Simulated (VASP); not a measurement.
The system is MgO.

```
CELL_PARAMETERS angstrom
3.30284 0.00000 0.00000
-1.65142 2.86034 0.00000
0.00000 0.00000 5.02028
ATOMIC_POSITIONS crystal
Mg 0.33333 0.66667 0.00371
Mg 0.66667 0.33333 0.50371
O 0.33333 0.66667 0.40089
O 0.66667 0.33333 0.90089
```

Base run:

* Program: VASP 6.6.1
* Functional: PBEsol
* Potentials or basis: VASP PAW PBE potentials, release 64 (Mg, O)
* Cutoff: 520 eV
* k mesh: 9 × 9 × 6
* Occupations: gaussian, width 0.02 eV
* Spin: no spin polarisation

Its results: band gap on the k mesh 3.36 eV, direct; pressure -0.3 GPa.

Question: The run is repeated on the same cell with these changes: functional from PBEsol to LDA; potentials or basis from VASP PAW PBE potentials, release 64 (Mg, O) to VASP PAW LDA potentials, release 64 (Mg, O). What comes out?

Answer: Band gap on the k mesh 3.37 eV, direct; pressure -5.7 GPa.

Caveats: the PAW data sets were made with another functional, which shifts forces and pressure a little (some runs).

A k mesh can miss the band edges.
